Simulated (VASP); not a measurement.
# Nb5O (F-43m) in VASP: a series of runs, part 2 of 2

VASP 6.6.1. Earlier steps stand in the parts before.

## 5. Single point, PBE

This run uses another cell than the first one, of 18.35 Å³/atom.

INCAR

```
ALGO     = Normal         # electronic algorithm
EDIFF    = 1E-6           # SCF threshold, eV
ENCUT    = 520            # plane-wave cutoff, eV
GGA      = PE             # functional
ISIF     = 2              # what is computed and relaxed
ISMEAR   = 0              # smearing method
LASPH    = True           # aspherical terms in the spheres
LCHARG   = False          # write CHGCAR
LREAL    = False          # projectors in reciprocal space
LWAVE    = False          # write WAVECAR
NBANDS   = 44             # bands
NELM     = 80             # most SCF steps
PREC     = Accurate       # precision mode
SIGMA    = 0.1            # smearing width, eV
```

KPOINTS

```
k-points
0
Gamma
  8 8 8
```

POSCAR

```
Nb5O
1.0
    0.0000000000      3.8044328352      3.8044328352
    3.8044328352      0.0000000000      3.8044328352
    3.8044328352      3.8044328352      0.0000000000
Nb O
5 1
Direct
    0.2500000000      0.2500000000      0.2500000000
    0.6223053330      0.6223053330      0.6223053330
    0.1330840011      0.6223053330      0.6223053330
    0.6223053330      0.1330840011      0.6223053330
    0.6223053330      0.6223053330      0.1330840011
    0.0000000000      0.0000000000      0.0000000000
```

Potentials or basis: VASP PAW PBE potentials, release 64 (Nb_sv, O).

On the command line:

```bash
$ cat potpaw_PBE.64/Nb_sv/POTCAR potpaw_PBE.64/O/POTCAR > POTCAR
$ mpirun -np 1 vasp_std > vasp.out
```

OUTCAR:

```text
EDIFF = 1E-6
   ENCUT = 520
   GGA = PE
   ISIF = 2
   ISMEAR = 0
   LASPH = True
   LREAL = False
   NELM = 80
   PREC = Accurate

 ion  position               nearest neighbor table
   1  0.250  0.250  0.250-
   2  0.622  0.622  0.622-   3 2.63   4 2.63   5 2.63   3 2.75   4 2.75   5 2.75
   3  0.133  0.622  0.622-   2 2.63   4 2.63   5 2.63   4 2.75   5 2.75   2 2.75
   4  0.622  0.133  0.622-   2 2.63   3 2.63   5 2.63   3 2.75   5 2.75   2 2.75
   5  0.622  0.622  0.133-   2 2.63   3 2.63   4 2.63   4 2.75   3 2.75   2 2.75
   6  0.000  0.000  0.000-

  LATTYP: Found a face centered cubic cell.
 ALAT       =     7.6088656704

  Lattice vectors:

 A1 = (   0.0000000000,   3.8044328352,   3.8044328352)
 A2 = (   3.8044328352,   0.0000000000,   3.8044328352)
 A3 = (   3.8044328352,   3.8044328352,   0.0000000000)

Analysis of symmetry for initial positions (statically):
=====================================================================
 Subroutine PRICEL returns:
 Original cell was already a primitive cell.

 Routine SETGRP: Setting up the symmetry group for a
 face centered cubic supercell.

 Subroutine GETGRP returns: Found 24 space group operations
 (whereof 24 operations were pure point group operations)
 out of a pool of 48 trial point group operations.

The static configuration has the point symmetry T_d .

Analysis of symmetry for dynamics (positions and initial velocities):
=====================================================================
 Subroutine PRICEL returns:
 Original cell was already a primitive cell.

 Routine SETGRP: Setting up the symmetry group for a
 face centered cubic supercell.

 Subroutine GETGRP returns: Found 24 space group operations
 (whereof 24 operations were pure point group operations)
 out of a pool of 48 trial point group operations.

The dynamic configuration has the point symmetry T_d .

 Subroutine INISYM returns: Found 24 space group operations
 (whereof 24 operations are pure point group operations),
 and found     1 'primitive' translations

----------------------------------------------------------------------------------------

                                     Primitive cell

  volume of cell :     110.1285

  direct lattice vectors                    reciprocal lattice vectors
     0.000000000  3.804432835  3.804432835    -0.131425635  0.131425635  0.131425635
     3.804432835  0.000000000  3.804432835     0.131425635 -0.131425635  0.131425635
     3.804432835  3.804432835  0.000000000     0.131425635  0.131425635 -0.131425635

  length of vectors
     5.380280513  5.380280513  5.380280513     0.227635877  0.227635877  0.227635877

  position of ions in fractional coordinates (direct lattice)
     0.250000000  0.250000000  0.250000000
     0.622305333  0.622305333  0.622305333
     0.133084001  0.622305333  0.622305333
     0.622305333  0.133084001  0.622305333
     0.622305333  0.622305333  0.133084001
     0.000000000  0.000000000  0.000000000

  ion indices of the primitive-cell ions
   primitive index   ion index
                 1           1
                 2           2
                 3           3
                 4           4
                 5           5
                 6           6

----------------------------------------------------------------------------------------

 KPOINTS: k-points

Automatic generation of k-mesh.
 Grid dimensions read from file:
 generate k-points for:    8    8    8

 Generating k-lattice:

  Cartesian coordinates                     Fractional coordinates (reciprocal lattice)
    -0.016428204  0.016428204  0.016428204     0.125000000  0.000000000  0.000000000
     0.016428204 -0.016428204  0.016428204     0.000000000  0.125000000  0.000000000
     0.016428204  0.016428204 -0.016428204     0.000000000  0.000000000  0.125000000

  Length of vectors
     0.028454485  0.028454485  0.028454485

  Shift w.r.t. Gamma in fractional coordinates (k-lattice)
     0.000000000  0.000000000  0.000000000

 Subroutine IBZKPT returns following result:
 ===========================================

 Found     29 irreducible k-points:

 Following reciprocal coordinates:
            Coordinates               Weight
  0.000000  0.000000  0.000000      1.000000
  0.125000  0.000000  0.000000      8.000000
  0.250000  0.000000  0.000000      8.000000
  0.375000  0.000000  0.000000      8.000000
  0.500000  0.000000  0.000000      4.000000
  0.125000  0.125000  0.000000      6.000000
[... 16 lines left out ...]
  0.500000  0.250000  0.125000     48.000000
 -0.375000  0.250000  0.125000     24.000000
 [... further k-points ...]
   k-points           NKPTS =     29   k-points in BZ     NKDIM =     29   number of bands    NBANDS=     44
   number of dos      NEDOS =    301   number of ions     NIONS =      6
   total plane-waves  NPLWV =  64000
   dimension x,y,z NGX =    40 NGY =   40 NGZ =   40
   dimension x,y,z NGXF=    80 NGYF=   80 NGZF=   80
   ions per type =               5   1
   NGX,Y,Z   is equivalent  to a cutoff of  12.36, 12.36, 12.36 a.u.
   NGXF,Y,Z  is equivalent  to a cutoff of  24.72, 24.72, 24.72 a.u.
 SYSTEM =  unknown system
   PREC   = accura    normal or accurate (medium, high low for compatibility)
   ISTART =      0    job   : 0-new  1-cont  2-samecut
   ICHARG =      2    charge: 1-file 2-atom 10-const
   ISPIN  =      1    spin polarized calculation?
   LNONCOLLINEAR =      F non collinear calculations
   LSORBIT =      F    spin-orbit coupling
   LASPH  =      T    aspherical Exc in radial PAW
   ENCUT  =  520.0 eV  38.22 Ry    6.18 a.u.  10.00 10.00 10.00*2*pi/ulx,y,z
   NELM   =     80;   NELMIN=  2; NELMDL= -5     # of ELM steps
   EDIFF  = 0.1E-05   stopping-criterion for ELM
   LREAL  =      F    real-space projection
[... 7 lines left out ...]
   TEBEG  =    0.0;   TEEND  =   0.0 temperature during run
   PSTRESS=    0.0 pullay stress
   NELECT =      71.0000    total number of electrons
   NUPDOWN=      -1.0000    fix difference up-down
   EMIN   =  10.00;   EMAX   =-10.00  energy-range for DOS
   EFERMI =   0.00;   METHOD = LEGACY
   ISMEAR =     0;   SIGMA  =   0.10  broadening in eV -4-tet -1-fermi 0-gaus
   EFERMI_NEDOS =   21; number of points for ismear=-14 and -15
   IALGO  =     38    algorithm
   IMIX   =      4    mixing-type and parameters
     AMIX     =   0.40;   BMIX     =  1.00
     AMIX_MAG =   1.60;   BMIX_MAG =  1.00
  volume/ion in A,a.u.               =      18.35       123.86
  Fermi-wavevector in a.u.,A,eV,Ry     =   1.414255  2.672554 27.213243  2.000117
  Thomas-Fermi vector in A             =   2.535816
   LORBIT       =      0    0 simple, 1 ext, 2 COOP (PROOUT), +10 PAW based schemes
   GGA     = PE    functional components
   LHFCALC =     F    Hartree Fock is set to
   AEXX    =    0.0000 exact exchange contribution
   IVDW    =     0    specifies the selected vdW correction
   LEPSILON=     F    determine dielectric tensor
   LRPA    =     F    only Hartree local field effects (RPA)
 non-spin polarized calculation
 Gauss-broadening in eV      SIGMA  =   0.10
  energy-cutoff  :      520.00
  volume of cell :      110.13
 maximum number of plane-waves:      2996
   NGX = 21   NGY = 21   NGZ = 21

 number of electron      71.0000005 magnetization

 Free energy of the ion-electron system (eV)
  ---------------------------------------------------
  ext. energy  EPLUGINS =         0.00000000
  ---------------------------------------------------
  free energy    TOTEN  =       -51.40776239 eV

  energy without entropy =      -51.37015927  energy(sigma->0) =      -51.38896083

 E-fermi :   9.1758     XC(G=0): -11.6761

 val. band max:        9.1611888713   @ k =  -0.2500   0.2500   0.0000
 cond. band min:       9.1837343159   @ k =   0.3750   0.3750   0.0000
 fundamental gap:      0.0225454446
 Fermi energy:         9.1758386468

 k-point     1 :       0.0000    0.0000    0.0000
  band No.  band energies     occupation
      1     -45.8402      2.00000
      2     -45.6249      2.00000
      3     -45.2140      2.00000
      4     -45.2140      2.00000
      5     -45.2140      2.00000
      6     -23.1178      2.00000
[... 36 lines left out ...]
     43      12.7445      0.00000
     44      12.7662      0.00000
[... 1040 lines left out ...]
      4     -45.2146      2.00000
      5     -45.2144      2.00000
      6     -22.5851      2.00000
[... 36 lines left out ...]
     43      11.5170      0.00000
     44      11.5661      0.00000

 [... further k-points ...]
[... 5 lines left out ...]
  --------------------------------------------------------------------------------------
  -------------------------------------------------------------------------------------
  Total       -0.1818065     -0.1818065     -0.1818065      0.0000000     -0.0000000      0.0000000
  in kB       -2.6449671     -2.6449671     -2.6449671      0.0000000     -0.0000000      0.0000000
  external PRESSURE =      -2.6449671 kB  Pullay stress =       0.0000000 kB

 VOLUME and BASIS-vectors are now :
 -----------------------------------------------------------------------------
  energy-cutoff  :      520.00
  volume of cell :      110.13
      direct lattice vectors                 reciprocal lattice vectors
     0.000000000  3.804432835  3.804432835    -0.131425635  0.131425635  0.131425635
     3.804432835  0.000000000  3.804432835     0.131425635 -0.131425635  0.131425635
     3.804432835  3.804432835  0.000000000     0.131425635  0.131425635 -0.131425635

 POSITION                                       TOTAL-FORCE (eV/Angst)
 -----------------------------------------------------------------------------------
      1.90222      1.90222      1.90222        -0.000000     -0.000000     -0.000000
      4.73504      4.73504      4.73504        -0.001350     -0.001350     -0.001350
      4.73504      2.87383      2.87383        -0.001350      0.001350      0.001350
      2.87383      4.73504      2.87383         0.001350     -0.001350      0.001350
      2.87383      2.87383      4.73504         0.001350      0.001350     -0.001350
      0.00000      0.00000      0.00000        -0.000000      0.000000     -0.000000
 -----------------------------------------------------------------------------------
    total drift:                               -0.000001     -0.000001     -0.000001

  FREE ENERGIE OF THE ION-ELECTRON SYSTEM (eV)
  ---------------------------------------------------
  free  energy   TOTEN  =       -51.4077623880 eV

  energy  without entropy=      -51.3701592671  energy(sigma->0) =      -51.38896083
```

Wall time 3 min (1 thread of Intel Xeon 8259CL, shared host); peak memory 0.29 GiB.

What came out:

```
Free energy            : -51.4078 eV
Pressure               : -0.3 GPa
Band gap on the k mesh : zero (an odd number of electrons rules out a gap without spin polarisation)
```

Forces in eV/Å, atoms in the order of the input:
```
Nb   0.000  0.000  0.000
Nb  -0.001 -0.001 -0.001
Nb  -0.001  0.001  0.001
Nb   0.001 -0.001  0.001
Nb   0.001  0.001 -0.001
O    0.000  0.000  0.000
```

Levels at points of the mesh, in eV from the Fermi level:
```csv
k point,band 33,band 34,band 35,band 36,band 37,band 38
"(0.00, 0.00, 0.00)",-0.78,-0.78,0.13,0.13,0.81,0.81
"(0.50, 0.00, 0.00)",-0.76,-0.76,-0.36,0.09,0.09,0.10
"(0.50, 0.50, 0.00)",-0.54,-0.31,-0.08,-0.08,0.05,0.41
```

## 6. Relaxation of cell and atoms, PBE

This run uses another cell than the first one, of 18.38 Å³/atom.

INCAR

```
SYSTEM = Nb5O
  ALGO = Normal
  EDIFF = 1E-6
  EDIFFG = -0.01
  ENCUT = 600
  GGA = PE
  IBRION = 2
  ISIF = 3
  ISMEAR = 0
  LASPH = .True.
  LCHARG = .False.
  LREAL = .False.
  LWAVE = .False.
  NELM = 100
  NSW = 100
  PREC = Accurate
  SIGMA = 0.1
```

KPOINTS

```
k-points
0
Gamma
  8 8 8
  0 0 0
```

POSCAR

```
Nb5O
1.0
    0.0000000000      3.8058768618      3.8058768618
    3.8058768618      0.0000000000      3.8058768618
    3.8058768618      3.8058768618      0.0000000000
Nb O
5 1
Direct
    0.2500000000      0.2500000000      0.2500000000
    0.6226882307      0.6226882307      0.6226882307
    0.1319353080      0.6226882307      0.6226882307
    0.6226882307      0.1319353080      0.6226882307
    0.6226882307      0.6226882307      0.1319353080
    0.0000000000      0.0000000000      0.0000000000
```

Potentials or basis: VASP PAW PBE potentials, release 64 (Nb_sv, O).

On the command line:

```bash
$ cat potpaw_PBE.64/Nb_sv/POTCAR potpaw_PBE.64/O/POTCAR > POTCAR
$ mpirun -np 1 vasp_std > vasp.out
```

Run time: 16 min. Hardware: 1 thread of Intel Xeon 8259CL, shared host; peak memory 0.41 GiB.

The run converged. Its results:

| Property | Result |
| --- | --- |
| Free energy | -51.4094 eV |
| Relaxed volume | 18.32 Å³/atom |
| Relaxed cell | a = 5.377 Å, b = 5.377 Å, c = 5.377 Å, α = 60.00°, β = 60.00°, γ = 60.00° |
| Space group after relaxing (to 0.1 Å) | F-43m (No. 216) |
| Energy gained by relaxing | 0.4 meV/atom |
| Ionic steps | 5 |
| Pressure after relaxing | 0.0 GPa |
| Band gap on the k mesh | zero (an odd number of electrons rules out a gap without spin polarisation) |

Step by step:
| step | energy change (eV) | largest force (eV/Å) | pressure (GPa) | volume (Å³) |
| --- | --- | --- | --- | --- |
| 1 | 0.0000 | 0.1629 | -0.54 | 110.25 |
| 2 | 0.0003 | 0.1286 | 0.85 | 109.26 |
| 3 | -0.0021 | 0.0253 | 0.13 | 109.77 |
| 4 | -0.0022 | 0.0105 | -0.04 | 109.94 |
| 5 | -0.0022 | 0.0004 | -0.03 | 109.90 |

Final structure:
```cif
data_structure
_symmetry_space_group_name_H-M 'P 1'
_symmetry_Int_Tables_number 1
_cell_length_a 5.3765
_cell_length_b 5.3765
_cell_length_c 5.3765
_cell_angle_alpha 60.000
_cell_angle_beta 60.000
_cell_angle_gamma 60.000
_cell_volume 109.90
loop_
_atom_site_label
_atom_site_type_symbol
_atom_site_fract_x
_atom_site_fract_y
_atom_site_fract_z
_atom_site_occupancy
Nb1 Nb 0.25000 0.25000 0.25000 1
Nb2 Nb 0.62232 0.62232 0.62232 1
Nb3 Nb 0.13303 0.62232 0.62232 1
Nb4 Nb 0.62232 0.13303 0.62232 1
Nb5 Nb 0.62232 0.62232 0.13303 1
O1 O 0.00000 0.00000 0.00000 1
```

Levels at points of the mesh, in eV from the Fermi level:
| k point | band 33 | band 34 | band 35 | band 36 | band 37 | band 38 |
| --- | --- | --- | --- | --- | --- | --- |
| (0.00, 0.00, 0.00) | -0.78 | -0.78 | 0.13 | 0.13 | 0.81 | 0.81 |
| (0.50, 0.00, 0.00) | -0.76 | -0.76 | -0.36 | 0.09 | 0.09 | 0.10 |
| (0.50, 0.50, 0.00) | -0.54 | -0.31 | -0.08 | -0.08 | 0.06 | 0.41 |

## 7. The runs side by side

```csv
task,cell,k mesh,cutoff (eV),gap on the mesh (eV),pressure (GPa),relaxed volume (Å³/atom),largest force (eV/Å)
single point,"a = 4.926 Å, angles 60.0°, 6 atoms, atomic positions A",4 × 4 × 4,520,none,50.0,-,1.07
single point,"a = 5.382 Å, angles 60.0°, 6 atoms, atomic positions B",4 × 4 × 4,520,none,-0.1,-,-
relaxation of cell and atoms,"relaxed from a = 4.926 Å, angles 60.0°, 6 atoms, atomic positions A",4 × 4 × 4,600,none,0.0,18.34,0.02
single point,"a = 5.380 Å, angles 60.0°, 6 atoms, atomic positions C",8 × 8 × 8,520,none,-0.3,-,-
relaxation of cell and atoms,"relaxed from a = 5.382 Å, angles 60.0°, 6 atoms, atomic positions B",8 × 8 × 8,600,none,0.0,18.32,-
```

Alike in all rows: level PBE; potentials or basis VASP PAW PBE potentials, release 64 (Nb_sv, O); no spin polarisation; smearing gaussian 0.1 eV.

Caveats: some runs use coarse meshes; forces of over 1 eV/Å act on the atoms, so gaps and moduli don't describe the material at rest (at least some runs); the volume moved by over 15 % at a fixed basis, so the end points are rough (at least some runs).

Total energies depend on the potentials used, so only differences within one code and one set of settings carry meaning.

The gap in the log of VASP goes by the Fermi energy; the results here count the filled bands.